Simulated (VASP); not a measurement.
# Ag (P-3m1) in VASP: single point with PBEsol

Aim: the single point of Ag with PBEsol.

Program: VASP 6.6.1. These are calculated values, not measurements. Logs are shortened: lines on timing, memory, paths and dates and some standing lists are left out, and cuts for length are marked.

## 1. The cell of the first run

The structure is trigonal, space group P-3m1 (No. 164). Conventional cell: a = 2.867 Å, b = 2.867 Å, c = 18.738 Å, α = 90.00°, β = 90.00°, γ = 120.00°. Within 3.8 Å of Ag (site symmetry 3m) lie 12 Ag at 2.87 Å. Ag (site symmetry 3m) has 12 Ag at 2.87 Å within 3.8 Å. Ag (site symmetry 3m) has 12 Ag at 2.87 Å within 3.8 Å. Within 3.8 Å of Ag (site symmetry 3m) lie 12 Ag at 2.86 to 2.87 Å.

## 2. Single point, PBEsol

INCAR reads:

```
  ALGO = Fast
  EDIFF = 1E-6
  ENCUT = 520
  GGA = PS
  ISIF = 2
  ISMEAR = 0
  LASPH = True
  LCHARG = False
  LREAL = False
  LWAVE = False
  NBANDS = 54
  NELM = 100
  PREC = Accurate
  SIGMA = 0.1
```

KPOINTS reads:

```
k-points
0
Gamma
  18 18 3
```

POSCAR reads:

```
Ag
1.0
    2.8669790384      0.0000000000      0.0000000000
   -1.4334895192      2.4828766794      0.0000000000
    0.0000000000      0.0000000000     18.7382386314
Ag
8
Direct
    0.0000000000      0.0000000000     -0.0001480423
    0.3333333333      0.6666666667      0.1248554109
    0.0000000000      0.0000000000      0.2501445891
    0.3333333333      0.6666666667      0.3751480423
    0.6666666667      0.3333333333      0.5001496845
    0.3333333333      0.6666666667      0.6251443032
    0.0000000000      0.0000000000      0.7498556968
    0.6666666667      0.3333333333      0.8748503155
```

Potentials or basis: VASP PAW PBE potentials, release 64 (Ag).

On the command line:

```bash
> cat potpaw_PBE.64/Ag/POTCAR > POTCAR
> mpirun -np 1 vasp_std > vasp.out
```

OUTCAR:

```text
EDIFF = 1E-6
   ENCUT = 520
   GGA = PS
   ISIF = 2
   ISMEAR = 0
   LASPH = True
   LREAL = False
   NELM = 100
   PREC = Accurate

 ion  position               nearest neighbor table
   1  0.000  0.000  1.000-   8 2.87   8 2.87   8 2.87   2 2.87   2 2.87   2 2.87
   2  0.333  0.667  0.125-   1 2.87   1 2.87   1 2.87   3 2.87   3 2.87   3 2.87
   3  0.000  0.000  0.250-   4 2.87   4 2.87   4 2.87   2 2.87   2 2.87   2 2.87
   4  0.333  0.667  0.375-   5 2.87   5 2.87   5 2.87   3 2.87   3 2.87   3 2.87
   5  0.667  0.333  0.500-   6 2.87   6 2.87   6 2.87   4 2.87   4 2.87   4 2.87
   6  0.333  0.667  0.625-   7 2.86   7 2.86   7 2.86   5 2.87   5 2.87   5 2.87
   7  0.000  0.000  0.750-   6 2.86   6 2.86   6 2.86   8 2.87   8 2.87   8 2.87
   8  0.667  0.333  0.875-   7 2.87   7 2.87   7 2.87   1 2.87   1 2.87   1 2.87

  LATTYP: Found a hexagonal cell.
 ALAT       =     2.8669790384
 C/A-ratio  =     6.5358826767

  Lattice vectors:

 A1 = (   2.8669790384,   0.0000000000,   0.0000000000)
 A2 = (  -1.4334895192,   2.4828766794,   0.0000000000)
 A3 = (   0.0000000000,   0.0000000000,  18.7382386314)

Analysis of symmetry for initial positions (statically):
=====================================================================
 Subroutine PRICEL returns:
 Original cell was already a primitive cell.

 Routine SETGRP: Setting up the symmetry group for a
 hexagonal supercell.

 Subroutine GETGRP returns: Found 12 space group operations
 (whereof  6 operations were pure point group operations)
 out of a pool of 24 trial point group operations.

The static configuration has the point symmetry C_3v.
 The point group associated with its full space group is D_3d.

Analysis of symmetry for dynamics (positions and initial velocities):
=====================================================================
 Subroutine PRICEL returns:
 Original cell was already a primitive cell.

 Routine SETGRP: Setting up the symmetry group for a
 hexagonal supercell.

 Subroutine GETGRP returns: Found 12 space group operations
 (whereof  6 operations were pure point group operations)
 out of a pool of 24 trial point group operations.

The dynamic configuration has the point symmetry C_3v.
 The point group associated with its full space group is D_3d.

 Subroutine INISYM returns: Found 12 space group operations
 (whereof  6 operations are pure point group operations),
 and found     1 'primitive' translations

----------------------------------------------------------------------------------------

                                     Primitive cell

  volume of cell :     133.3854

  direct lattice vectors                    reciprocal lattice vectors
     2.866979038  0.000000000  0.000000000     0.348799202  0.201379313  0.000000000
    -1.433489519  2.482876679  0.000000000     0.000000000  0.402758626  0.000000000
     0.000000000  0.000000000 18.738238631     0.000000000  0.000000000  0.053366809

  length of vectors
     2.866979038  2.866979038 18.738238631     0.402758626  0.402758626  0.053366809

  position of ions in fractional coordinates (direct lattice)
     0.000000000  0.000000000  0.999851958
     0.333333333  0.666666667  0.124855411
     0.000000000  0.000000000  0.250144589
     0.333333333  0.666666667  0.375148042
     0.666666667  0.333333333  0.500149685
     0.333333333  0.666666667  0.625144303
     0.000000000  0.000000000  0.749855697
     0.666666667  0.333333333  0.874850315

  ion indices of the primitive-cell ions
   primitive index   ion index
                 1           1
                 2           2
                 3           3
                 4           4
                 5           5
                 6           6
                 7           7
                 8           8

----------------------------------------------------------------------------------------

 KPOINTS: k-points

Automatic generation of k-mesh.
 Grid dimensions read from file:
 generate k-points for:   18   18    3

 Generating k-lattice:

  Cartesian coordinates                     Fractional coordinates (reciprocal lattice)
     0.019377733  0.011187740  0.000000000     0.055555556  0.000000000  0.000000000
     0.000000000  0.022375479  0.000000000     0.000000000  0.055555556  0.000000000
     0.000000000  0.000000000  0.017788936     0.000000000  0.000000000  0.333333333

  Length of vectors
     0.022375479  0.022375479  0.017788936

  Shift w.r.t. Gamma in fractional coordinates (k-lattice)
     0.000000000  0.000000000  0.000000000

 Subroutine IBZKPT returns following result:
 ===========================================

 Found    101 irreducible k-points:

 Following reciprocal coordinates:
            Coordinates               Weight
  0.000000  0.000000  0.000000      1.000000
  0.055556 -0.000000  0.000000      6.000000
  0.111111 -0.000000  0.000000      6.000000
  0.166667  0.000000  0.000000      6.000000
  0.222222  0.000000  0.000000      6.000000
  0.277778  0.000000  0.000000      6.000000
[... 16 lines left out ...]
  0.333333  0.111111  0.000000     12.000000
  0.388889  0.111111  0.000000     12.000000
 [... further k-points ...]
   k-points           NKPTS =    101   k-points in BZ     NKDIM =    101   number of bands    NBANDS=     54
   number of dos      NEDOS =    301   number of ions     NIONS =      8
   total plane-waves  NPLWV =  80640
   dimension x,y,z NGX =    24 NGY =   24 NGZ =  140
   dimension x,y,z NGXF=    48 NGYF=   48 NGZF=  280
   ions per type =               8
   NGX,Y,Z   is equivalent  to a cutoff of  13.92, 13.92, 12.42 a.u.
   NGXF,Y,Z  is equivalent  to a cutoff of  27.83, 27.83, 24.84 a.u.
 SYSTEM =  unknown system
   PREC   = accura    normal or accurate (medium, high low for compatibility)
   ISTART =      0    job   : 0-new  1-cont  2-samecut
   ICHARG =      2    charge: 1-file 2-atom 10-const
   ISPIN  =      1    spin polarized calculation?
   LNONCOLLINEAR =      F non collinear calculations
   LSORBIT =      F    spin-orbit coupling
   LASPH  =      T    aspherical Exc in radial PAW
   ENCUT  =  520.0 eV  38.22 Ry    6.18 a.u.   5.33  5.33 34.84*2*pi/ulx,y,z
   NELM   =    100;   NELMIN=  2; NELMDL= -5     # of ELM steps
   EDIFF  = 0.1E-05   stopping-criterion for ELM
   LREAL  =      F    real-space projection
   EDIFFG = 0.1E-04   stopping-criterion for IOM
   NSW    =      0    number of steps for IOM
   IBRION =     -1    ionic relax: 0-MD 1-quasi-New 2-CG
   NFREE  =      0    steps in history (QN), initial steepest desc. (CG)
   ISIF   =      2    stress and relaxation
   ISYM   =      2    0-nonsym 1-usesym 2-fastsym
   POTIM  = 0.5000    time-step for ionic-motion
   TEBEG  =    0.0;   TEEND  =   0.0 temperature during run
   PSTRESS=    0.0 pullay stress
   NELECT =      88.0000    total number of electrons
   NUPDOWN=      -1.0000    fix difference up-down
   EMIN   =  10.00;   EMAX   =-10.00  energy-range for DOS
   EFERMI =   0.00;   METHOD = LEGACY
   ISMEAR =     0;   SIGMA  =   0.10  broadening in eV -4-tet -1-fermi 0-gaus
   EFERMI_NEDOS =   21; number of points for ismear=-14 and -15
   IALGO  =     68    algorithm
   IMIX   =      4    mixing-type and parameters
     AMIX     =   0.40;   BMIX     =  1.00
     AMIX_MAG =   1.60;   BMIX_MAG =  1.00
  volume/ion in A,a.u.               =      16.67       112.52
  Fermi-wavevector in a.u.,A,eV,Ry     =   1.425169  2.693178 27.634868  2.031106
  Thomas-Fermi vector in A             =   2.545582
   LORBIT       =      0    0 simple, 1 ext, 2 COOP (PROOUT), +10 PAW based schemes
   GGA     = PS    functional components
   LHFCALC =     F    Hartree Fock is set to
   AEXX    =    0.0000 exact exchange contribution
   IVDW    =     0    specifies the selected vdW correction
   LEPSILON=     F    determine dielectric tensor
   LRPA    =     F    only Hartree local field effects (RPA)
 non-spin polarized calculation
 RMM-DIIS sequential band-by-band and
 Gauss-broadening in eV      SIGMA  =   0.10
  energy-cutoff  :      520.00
  volume of cell :      133.39
 maximum number of plane-waves:      3645
 NGX is ok and might be reduce to    24
   NGX = 11   NGY = 11   NGZ = 69

 number of electron      87.9999960 magnetization

 Free energy of the ion-electron system (eV)
  ---------------------------------------------------
  ext. energy  EPLUGINS =         0.00000000
  ---------------------------------------------------
  free energy    TOTEN  =       -26.45626224 eV

  energy without entropy =      -26.44419103  energy(sigma->0) =      -26.45022663

 E-fermi :   8.4986     XC(G=0): -12.5457

 val. band max:        8.4446229983   @ k =   0.2222   0.2222   0.0000
 cond. band min:       8.5070745244   @ k =   0.2778   0.0556   0.3333
 fundamental gap:      0.0624515260
 Fermi energy:         8.4986327382

 k-point     1 :       0.0000    0.0000    0.0000
  band No.  band energies     occupation
      1       0.5483      2.00000
      2       1.0282      2.00000
      3       1.0287      2.00000
      4       1.9779      2.00000
      5       1.9785      2.00000
      6       2.0092      2.00000
[... 46 lines left out ...]
     53      19.8127      0.00000
     54      23.7913      0.00000

 k-point     2 :       0.0556   -0.0000    0.0000
  band No.  band energies     occupation
      1       0.6360      2.00000
      2       1.1117      2.00000
      3       1.1121      2.00000
      4       2.0549      2.00000
      5       2.0555      2.00000
      6       2.0642      2.00000
[... 46 lines left out ...]
     53      19.8760      0.00000
     54      23.7572      0.00000

 k-point     3 :       0.1111   -0.0000    0.0000
  band No.  band energies     occupation
      1       0.8919      2.00000
      2       1.3506      2.00000
      3       1.3510      2.00000
      4       2.2129      2.00000
      5       2.2666      2.00000
      6       2.2711      2.00000
[... 46 lines left out ...]
     53      20.0613      0.00000
     54      22.9589      0.00000
[... 1084 lines left out ...]
 k-point    23 :       0.3333    0.1111    0.0000
  band No.  band energies     occupation
      1       2.2445      2.00000
      2       2.2540      2.00000
      3       2.3721      2.00000
      4       2.4217      2.00000
      5       2.4444      2.00000
      6       2.4891      2.00000
[... 46 lines left out ...]
     53      15.4335      0.00000
     54      15.8476      0.00000

 k-point    24 :       0.3889    0.1111    0.0000
  band No.  band energies     occupation
      1       2.1543      2.00000
      2       2.1713      2.00000
      3       2.2880      2.00000
      4       2.3716      2.00000
      5       2.3980      2.00000
      6       2.4281      2.00000
[... 46 lines left out ...]
     53      15.1382      0.00000
     54      15.8293      0.00000

 [... further k-points ...]

------------------------ aborting loop because EDIFF is reached ----------------------------------------

  FORCE on cell =-STRESS in cart. coord.  units (eV):
  Direction    XX          YY          ZZ          XY          YZ          ZX
  --------------------------------------------------------------------------------------
  -------------------------------------------------------------------------------------
  Total       -0.2075303     -0.2075303     -0.2136559      0.0000000     -0.0000000      0.0000000
  in kB       -2.4927784     -2.4927784     -2.5663572      0.0000000     -0.0000000      0.0000000
  external PRESSURE =      -2.5173046 kB  Pullay stress =       0.0000000 kB

 VOLUME and BASIS-vectors are now :
 -----------------------------------------------------------------------------
  energy-cutoff  :      520.00
  volume of cell :      133.39
      direct lattice vectors                 reciprocal lattice vectors
     2.866979038  0.000000000  0.000000000     0.348799202  0.201379313  0.000000000
    -1.433489519  2.482876679  0.000000000     0.000000000  0.402758626  0.000000000
     0.000000000  0.000000000 18.738238631     0.000000000  0.000000000  0.053366809

 POSITION                                       TOTAL-FORCE (eV/Angst)
 -----------------------------------------------------------------------------------
      0.00000      0.00000     18.73546        -0.000000     -0.000000      0.000190
     -0.00000      1.65525      2.33957        -0.000000      0.000000      0.000481
      0.00000      0.00000      4.68727         0.000000     -0.000000     -0.000481
     -0.00000      1.65525      7.02961        -0.000000      0.000000     -0.000190
      1.43349      0.82763      9.37192         0.000000      0.000000     -0.000100
     -0.00000      1.65525     11.71410         0.000000      0.000000     -0.000175
      0.00000      0.00000     14.05097        -0.000000     -0.000000      0.000175
      1.43349      0.82763     16.39315        -0.000000      0.000000      0.000100
 -----------------------------------------------------------------------------------
    total drift:                                0.000000     -0.000000      0.000000

  FREE ENERGIE OF THE ION-ELECTRON SYSTEM (eV)
  ---------------------------------------------------
  free  energy   TOTEN  =       -26.4562622398 eV

  energy  without entropy=      -26.4441910256  energy(sigma->0) =      -26.45022663
```

Run time: 5.1 min. Hardware: 1 thread of Intel Xeon 6975P-C (Granite Rapids), shared host; peak memory 0.6 GiB.

Results:

```yaml
Free_energy: -26.4563 eV
Pressure: -0.3 GPa
Band_gap_on_the_k_mesh: zero (bands 44 and 45 overlap by 6.52 eV)
```

Caveat: the PAW data sets were made with another functional, which shifts forces and pressure a little.
